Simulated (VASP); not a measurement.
# KCl in VASP: notebook, part 3 of 3

VASP 6.6.1.

### Step 5. Electric field gradients, LDA (equal xy, yz and zx shear strains of -3 %)

Input file INCAR:

```
SYSTEM = KCl
PREC = Accurate
ENCUT = 520
EDIFF = 1E-8
ISMEAR = -1
SIGMA = 0.03
LREAL = .False.
LASPH = .True.
NELM = 80
ALGO = Normal
ISIF = 2
LWAVE = .False.
LCHARG = .False.
LEFG = .True.
NBANDS = 15
```

Input file KPOINTS:

```
regular mesh
0
Gamma
  7 7 7
  0 0 0
```

Input file POSCAR:

```
KCl
1.0
   -0.0946830000      3.1087585000      3.1087585000
    3.1087585000     -0.0946830000      3.1087585000
    3.1087585000      3.1087585000     -0.0946830000
K Cl
1 1
Direct
    0.0000000000      0.0000000000      0.0000000000
    0.5000000000      0.5000000000      0.5000000000
```

Potentials or basis: VASP PAW LDA potentials, release 64 (K_sv, Cl).

Started as:

```
cat potpaw_LDA.64/K_sv/POTCAR potpaw_LDA.64/Cl/POTCAR > POTCAR
mpirun -np 1 vasp_std > vasp.out
```

OUTCAR:

```text
SYSTEM = KCl
   PREC = Accurate
   ENCUT = 520
   EDIFF = 1E-8
   ISMEAR = -1
   LREAL = .False.
   LASPH = .True.
   NELM = 80
   ISIF = 2

 ion  position               nearest neighbor table
   1  0.000  0.000  0.000-   2 3.16   2 3.16   2 3.16   2 3.16   2 3.16   2 3.16
   2  0.500  0.500  0.500-   1 3.16   1 3.16   1 3.16   1 3.16   1 3.16   1 3.16

  LATTYP: Found a trigonal (rhomboedric) cell.
 ALAT       =     4.3974678729
 COS(alpha) =     0.4693254694

  Lattice vectors:

 A1 = (  -0.0946830000,   3.1087585000,   3.1087585000)
 A2 = (   3.1087585000,  -0.0946830000,   3.1087585000)
 A3 = (   3.1087585000,   3.1087585000,  -0.0946830000)

Analysis of symmetry for initial positions (statically):
=====================================================================
 Subroutine PRICEL returns:
 Original cell was already a primitive cell.

 Routine SETGRP: Setting up the symmetry group for a
 trigonal (rhombohedral) supercell.

 Subroutine GETGRP returns: Found 12 space group operations
 (whereof 12 operations were pure point group operations)
 out of a pool of 12 trial point group operations.

The static configuration has the point symmetry D_3d.

Analysis of symmetry for dynamics (positions and initial velocities):
=====================================================================
 Subroutine PRICEL returns:
 Original cell was already a primitive cell.

 Routine SETGRP: Setting up the symmetry group for a
 trigonal (rhombohedral) supercell.

 Subroutine GETGRP returns: Found 12 space group operations
 (whereof 12 operations were pure point group operations)
 out of a pool of 12 trial point group operations.

The dynamic configuration has the point symmetry D_3d.

 Subroutine INISYM returns: Found 12 space group operations
 (whereof 12 operations are pure point group operations),
 and found     1 'primitive' translations

----------------------------------------------------------------------------------------

                                     Primitive cell

  volume of cell :      62.8328

  direct lattice vectors                    reciprocal lattice vectors
    -0.094683000  3.108758500  3.108758500    -0.153668497  0.158495780  0.158495780
     3.108758500 -0.094683000  3.108758500     0.158495780 -0.153668497  0.158495780
     3.108758500  3.108758500 -0.094683000     0.158495780  0.158495780 -0.153668497

  length of vectors
     4.397467873  4.397467873  4.397467873     0.271764294  0.271764294  0.271764294

  position of ions in fractional coordinates (direct lattice)
     0.000000000  0.000000000  0.000000000
     0.500000000  0.500000000  0.500000000

  ion indices of the primitive-cell ions
   primitive index   ion index
                 1           1
                 2           2

----------------------------------------------------------------------------------------

 KPOINTS: regular mesh

Automatic generation of k-mesh.
 Grid dimensions read from file:
 generate k-points for:    7    7    7

 Generating k-lattice:

  Cartesian coordinates                     Fractional coordinates (reciprocal lattice)
[... 77 lines left out ...]
   IALGO  =     38    algorithm
   IMIX   =      4    mixing-type and parameters
     AMIX     =   0.40;   BMIX     =  1.00
     AMIX_MAG =   1.60;   BMIX_MAG =  1.00
  volume/ion in A,a.u.               =      31.42       212.01
  Fermi-wavevector in a.u.,A,eV,Ry     =   1.037655  1.960883 14.649760  1.076727
  Thomas-Fermi vector in A             =   2.172102
   LORBIT       =      0    0 simple, 1 ext, 2 COOP (PROOUT), +10 PAW based schemes
   GGA     = CA    functional components
   LHFCALC =     F    Hartree Fock is set to
   AEXX    =    0.0000 exact exchange contribution
   IVDW    =     0    specifies the selected vdW correction
   LEPSILON=     F    determine dielectric tensor
   LRPA    =     F    only Hartree local field effects (RPA)
 non-spin polarized calculation
  energy-cutoff  :      520.00
  volume of cell :       62.83
 maximum number of plane-waves:      1711
 NGX is ok and might be reduce to    36
   NGX = 17   NGY = 17   NGZ = 17

 number of electron      15.9999998 magnetization

 Free energy of the ion-electron system (eV)
  ---------------------------------------------------
  ext. energy  EPLUGINS =         0.00000000
  ---------------------------------------------------
  free energy    TOTEN  =        -7.35968190 eV

  energy without entropy =       -7.35968190  energy(sigma->0) =       -7.35968190

 E-fermi :  -1.3550     XC(G=0):  -8.0762

 val. band max:       -2.0572251536   @ k =   0.0000   0.0000   0.0000
 cond. band min:       2.5986689225   @ k =   0.0000   0.0000   0.0000
 fundamental gap:      4.6558940761
 Fermi energy:        -1.3550167931

 k-point     1 :       0.0000    0.0000    0.0000
  band No.  band energies     occupation
      1     -28.9739      2.00000
      2     -14.1297      2.00000
      3     -12.6711      2.00000
      4     -12.6709      2.00000
      5     -12.6709      2.00000
      6      -2.1387      2.00000
      7      -2.1387      2.00000
      8      -2.0572      2.00000
      9       2.5987      0.00000
     10       5.8351      0.00000
     11       5.8351      0.00000
     12       6.2404      0.00000
     13       6.9034      0.00000
     14       6.9034      0.00000
[... 401 lines left out ...]
      2     -14.2028      2.00000
      3     -12.7219      2.00000
      4     -12.6884      2.00000
      5     -12.5638      2.00000
      6      -2.9157      2.00000
      7      -2.4277      2.00000
      8      -2.3497      2.00000
      9       4.8246      0.00000
     10       5.0622      0.00000
     11       7.5837      0.00000
     12       7.6513      0.00000
     13       8.0794      0.00000
     14       8.4002      0.00000
     15       9.7526      0.00000

 [... further k-points ...]
[... 5 lines left out ...]
  --------------------------------------------------------------------------------------
  -------------------------------------------------------------------------------------
  Total       -0.8046992     -0.8046992     -0.8046992      0.0795446      0.0795446      0.0795446
  in kB      -20.5190888    -20.5190888    -20.5190888      2.0283149      2.0283149      2.0283149
  external PRESSURE =     -20.5190888 kB  Pullay stress =       0.0000000 kB

 VOLUME and BASIS-vectors are now :
 -----------------------------------------------------------------------------
  energy-cutoff  :      520.00
  volume of cell :       62.83
      direct lattice vectors                 reciprocal lattice vectors
    -0.094683000  3.108758500  3.108758500    -0.153668497  0.158495780  0.158495780
     3.108758500 -0.094683000  3.108758500     0.158495780 -0.153668497  0.158495780
     3.108758500  3.108758500 -0.094683000     0.158495780  0.158495780 -0.153668497

 POSITION                                       TOTAL-FORCE (eV/Angst)
 -----------------------------------------------------------------------------------
      0.00000      0.00000      0.00000        -0.000000      0.000000     -0.000000
      3.06142      3.06142      3.06142         0.000000     -0.000000      0.000000
 -----------------------------------------------------------------------------------
    total drift:                                0.000000      0.000000      0.000000

  FREE ENERGIE OF THE ION-ELECTRON SYSTEM (eV)
  ---------------------------------------------------
  free  energy   TOTEN  =        -7.3596819030 eV

  energy  without entropy=       -7.3596819030  energy(sigma->0) =       -7.35968190

 Electric field gradients (V/A^2)
---------------------------------------------------------------------
 ion       V_xx      V_yy      V_zz      V_xy      V_xz      V_yz
---------------------------------------------------------------------
   1       0.000    -0.000     0.000     1.587     1.587     1.587
   2      -0.000     0.000     0.000    -2.011    -2.011    -2.011
---------------------------------------------------------------------

 Electric field gradients after diagonalization (V/A^2)
 (convention: |V_zz| > |V_xx| > |V_yy|)
----------------------------------------------------------------------
 ion       V_xx      V_yy      V_zz     asymmetry (V_yy - V_xx)/ V_zz
----------------------------------------------------------------------
   1      -1.587    -1.587     3.174       0.000
   2       2.011     2.011    -4.022       0.000
----------------------------------------------------------------------

           NMR quadrupolar parameters

 Cq : quadrupolar parameter    Cq=e*Q*V_zz/h
 eta: asymmetry parameters     (V_yy - V_xx)/ V_zz
 Q  : nuclear electric quadrupole moment in mb (millibarn)
----------------------------------------------------------------------
 ion       Cq(MHz)       eta       Q (mb)
----------------------------------------------------------------------
   1       0.008       0.000       1.000
   2      -0.010       0.000       1.000
----------------------------------------------------------------------
```

OSZICAR:

```text
N       E                     dE             d eps       ncg     rms          rms(c)
DAV:   1     0.109703230717E+03    0.10970E+03   -0.70407E+03  1320   0.954E+02
DAV:   2    -0.514037457738E+00   -0.11022E+03   -0.10012E+03  1678   0.253E+02
DAV:   3    -0.743979988976E+01   -0.69258E+01   -0.68824E+01  1846   0.544E+01
DAV:   4    -0.765816339538E+01   -0.21836E+00   -0.21830E+00  2027   0.957E+00
DAV:   5    -0.765992171886E+01   -0.17583E-02   -0.17583E-02  1902   0.921E-01    0.338E+00
DAV:   6    -0.738840790926E+01    0.27151E+00   -0.36903E-01  1656   0.321E+00    0.271E+00
DAV:   7    -0.736029777069E+01    0.28110E-01   -0.60202E-02  1845   0.153E+00    0.159E+00
DAV:   8    -0.735957616944E+01    0.72160E-03   -0.11033E-02  1921   0.784E-01    0.234E-01
DAV:   9    -0.735955722355E+01    0.18946E-04   -0.55285E-04  1726   0.138E-01    0.816E-02
DAV:  10    -0.735968015163E+01   -0.12293E-03   -0.81973E-05  1503   0.667E-02    0.130E-02
DAV:  11    -0.735968143059E+01   -0.12790E-05   -0.36972E-06  2032   0.139E-02    0.633E-03
DAV:  12    -0.735968191538E+01   -0.48479E-06   -0.14273E-06  1545   0.836E-03    0.295E-03
DAV:  13    -0.735968190125E+01    0.14137E-07   -0.21356E-07  1789   0.338E-03    0.818E-04
DAV:  14    -0.735968190300E+01   -0.17528E-08   -0.16767E-08  1642   0.812E-04
   1 F= -.73596819E+01 E0= -.73596819E+01  d E =-.742005E-12
```

It took 54 s on 1 thread of Intel Xeon 8259CL, shared host; peak memory 0.19 GiB.

Results:

| Item | Value |
| --- | --- |
| Free energy | -7.3597 eV |
| Pressure | -2.1 GPa |
| Band gap on the k mesh | 4.66 eV |
| Largest electric field gradient by atom | K +3.2; Cl -4.0 V/Å² |

Stress tensor (GPa, compression positive):
```
-2.05  0.20  0.20
 0.20 -2.05  0.20
 0.20  0.20 -2.05
```

Electric field gradients, principal values (V/Å²):
```tsv
atom	least	middle	greatest (by size)
1 K	-1.587	-1.587	3.174
2 Cl	2.011	2.011	-4.022
```

Caveat: the cell differs from its parent crystal (equal xy, yz and zx shear strains of -3 %); without QUAD_EFG the Cq values of the log hold for a quadrupole moment of 1 mb, not for the nuclei; an odd mesh through Γ misses points on the zone boundary, where band edges can lie.

### Step 6. Electric field gradients, LDA (equal xy, yz and zx shear strains of -1 %)

Input file INCAR:

```
ALGO = Normal ; EDIFF = 1E-8
ENCUT = 520 ; GGA = CA
ISIF = 2 ; ISMEAR = -1
LASPH = True ; LCHARG = False
LEFG = True ; LREAL = False
LWAVE = False ; NBANDS = 15
NELM = 100 ; PREC = Accurate
SIGMA = 0.03
```

Input file KPOINTS:

```
k-points
0
Gamma
  7 7 7
```

Input file POSCAR:

```
KCl
1.0
   -0.0315610000      3.1403195000      3.1403195000
    3.1403195000     -0.0315610000      3.1403195000
    3.1403195000      3.1403195000     -0.0315610000
K Cl
1 1
Direct
    0.0000000000      0.0000000000      0.0000000000
    0.5000000000      0.5000000000      0.5000000000
```

Potentials or basis: VASP PAW LDA potentials, release 64 (K_sv, Cl).

Started as:

```
cat potpaw_LDA.64/K_sv/POTCAR potpaw_LDA.64/Cl/POTCAR > POTCAR
mpirun -np 1 vasp_std > vasp.out
```

OUTCAR:

```text
EDIFF = 1E-8
   ENCUT = 520
   GGA = CA
   ISIF = 2
   ISMEAR = -1
   LASPH = True
   LREAL = False
   NELM = 100
   PREC = Accurate

 ion  position               nearest neighbor table
   1  0.000  0.000  0.000-   2 3.16   2 3.16   2 3.16   2 3.16   2 3.16   2 3.16
   2  0.500  0.500  0.500-   1 3.16   1 3.16   1 3.16   1 3.16   1 3.16   1 3.16

  LATTYP: Found a trigonal (rhomboedric) cell.
 ALAT       =     4.4411945714
 COS(alpha) =     0.4899250057

  Lattice vectors:

 A1 = (  -0.0315610000,   3.1403195000,   3.1403195000)
 A2 = (   3.1403195000,  -0.0315610000,   3.1403195000)
 A3 = (   3.1403195000,   3.1403195000,  -0.0315610000)

Analysis of symmetry for initial positions (statically):
=====================================================================
 Subroutine PRICEL returns:
 Original cell was already a primitive cell.

 Routine SETGRP: Setting up the symmetry group for a
 trigonal (rhombohedral) supercell.

 Subroutine GETGRP returns: Found 12 space group operations
 (whereof 12 operations were pure point group operations)
 out of a pool of 12 trial point group operations.

The static configuration has the point symmetry D_3d.

Analysis of symmetry for dynamics (positions and initial velocities):
=====================================================================
 Subroutine PRICEL returns:
 Original cell was already a primitive cell.

 Routine SETGRP: Setting up the symmetry group for a
 trigonal (rhombohedral) supercell.

 Subroutine GETGRP returns: Found 12 space group operations
 (whereof 12 operations were pure point group operations)
 out of a pool of 12 trial point group operations.

The dynamic configuration has the point symmetry D_3d.

 Subroutine INISYM returns: Found 12 space group operations
 (whereof 12 operations are pure point group operations),
[... 570 lines left out ...]
      4     -12.6902      2.00000
      5     -12.5547      2.00000
      6      -2.9142      2.00000
      7      -2.4097      2.00000
      8      -2.3680      2.00000
      9       4.8168      0.00000
     10       5.0540      0.00000
     11       7.6311      0.00000
     12       7.6494      0.00000
     13       8.0183      0.00000
     14       8.4038      0.00000
     15       9.7185      0.00000

 [... further k-points ...]
[... 5 lines left out ...]
  --------------------------------------------------------------------------------------
  -------------------------------------------------------------------------------------
  Total       -0.8026788     -0.8026788     -0.8026788      0.0278601      0.0278601      0.0278601
  in kB      -20.4551559    -20.4551559    -20.4551559      0.7099754      0.7099754      0.7099754
  external PRESSURE =     -20.4551559 kB  Pullay stress =       0.0000000 kB

 VOLUME and BASIS-vectors are now :
 -----------------------------------------------------------------------------
  energy-cutoff  :      520.00
  volume of cell :       62.87
      direct lattice vectors                 reciprocal lattice vectors
    -0.031561000  3.140319500  3.140319500    -0.156839057  0.158431332  0.158431332
     3.140319500 -0.031561000  3.140319500     0.158431332 -0.156839057  0.158431332
     3.140319500  3.140319500 -0.031561000     0.158431332  0.158431332 -0.156839057

 POSITION                                       TOTAL-FORCE (eV/Angst)
 -----------------------------------------------------------------------------------
      0.00000      0.00000      0.00000        -0.000000      0.000000     -0.000000
      3.12454      3.12454      3.12454         0.000000     -0.000000      0.000000
 -----------------------------------------------------------------------------------
    total drift:                                0.000000      0.000000      0.000000

  FREE ENERGIE OF THE ION-ELECTRON SYSTEM (eV)
  ---------------------------------------------------
  free  energy   TOTEN  =        -7.3624892628 eV

  energy  without entropy=       -7.3624892628  energy(sigma->0) =       -7.36248926

 Electric field gradients (V/A^2)
---------------------------------------------------------------------
 ion       V_xx      V_yy      V_zz      V_xy      V_xz      V_yz
---------------------------------------------------------------------
   1      -0.000     0.000    -0.000     0.539     0.539     0.539
   2       0.000     0.000     0.000    -0.700    -0.700    -0.700
---------------------------------------------------------------------

 Electric field gradients after diagonalization (V/A^2)
 (convention: |V_zz| > |V_xx| > |V_yy|)
----------------------------------------------------------------------
 ion       V_xx      V_yy      V_zz     asymmetry (V_yy - V_xx)/ V_zz
----------------------------------------------------------------------
   1      -0.539    -0.539     1.078       0.000
   2       0.700     0.700    -1.401       0.000
----------------------------------------------------------------------

           NMR quadrupolar parameters

 Cq : quadrupolar parameter    Cq=e*Q*V_zz/h
 eta: asymmetry parameters     (V_yy - V_xx)/ V_zz
 Q  : nuclear electric quadrupole moment in mb (millibarn)
----------------------------------------------------------------------
 ion       Cq(MHz)       eta       Q (mb)
----------------------------------------------------------------------
   1       0.003       0.000       1.000
   2      -0.003       0.000       1.000
----------------------------------------------------------------------
```

stdout:

```text
POSCAR found type information on POSCAR K Cl
 POSCAR found :  2 types and       2 ions
 scaLAPACK will be used
 LDA part: xc-table for (Slater(with rela. corr.)+CA(PZ))
 , standard interpolation
 POSCAR, INCAR and KPOINTS ok, starting setup
 FFT: planning ... GRIDC
 FFT: planning ... GRID_SOFT
 FFT: planning ... GRID
 WAVECAR not read
 entering main loop
ion   1

ion   2
```

Run time: 58 s. Hardware: 1 thread of Intel Xeon 8259CL, shared host; peak memory 0.19 GiB.

Results:

```yaml
Free_energy: -7.3625 eV
Pressure: -2.0 GPa
Band_gap_on_the_k_mesh: 4.70 eV
Largest_electric_field_gradient_by_atom: K +1.1; Cl -1.4 V/Å²
```

Levels at points of the mesh, in eV from the valence-band top:
```tsv
k point	band 4	band 5	band 6	band 7	band 8	band 9	band 10	band 11	band 12	band 13
(0.00, 0.00, 0.00)	-10.57	-10.57	-0.03	-0.03	0.00	4.70	8.02	8.02	8.15	8.99
```

Electric field gradients, principal values (V/Å²):
```
atom   least  middle  greatest (by size)
 1 K  -0.539  -0.539               1.078
2 Cl   0.700   0.700              -1.401
```

Caveat: the cell differs from its parent crystal (equal xy, yz and zx shear strains of -1 %); without QUAD_EFG the Cq values of the log hold for a quadrupole moment of 1 mb, not for the nuclei; an odd mesh through Γ misses points on the zone boundary, where band edges can lie.

### Step 7. Overview

| cell | gap on the mesh (eV) | pressure (GPa) |
| --- | --- | --- |
| a = 4.419, b = 4.419, c = 4.463 Å, angles 59.7, 59.7, 60.7°, 2 atoms | 4.77 | -1.7 |
| a = 4.486, b = 4.486, c = 4.463 Å, angles 60.2, 60.2, 59.7°, 2 atoms | 4.68 | -2.2 |
| a = 4.531, b = 4.531, c = 4.463 Å, angles 60.5, 60.5, 59.0°, 2 atoms | 4.62 | -2.4 |
| a = 4.397 Å, angles 62.0°, 2 atoms | 4.66 | -2.1 |
| a = 4.441 Å, angles 60.7°, 2 atoms | 4.70 | -2.0 |

Alike in all rows: task electric field gradients; level LDA; potentials or basis VASP PAW LDA potentials, release 64 (K_sv, Cl); no spin polarisation; k mesh 7 × 7 × 7; cutoff (eV) 520; smearing fermi-dirac 0.03 eV.

Caveats: an odd mesh through Γ misses points on the zone boundary, where band edges can lie (at least some runs).

Absolute energies hang on the potentials; compare differences alone.
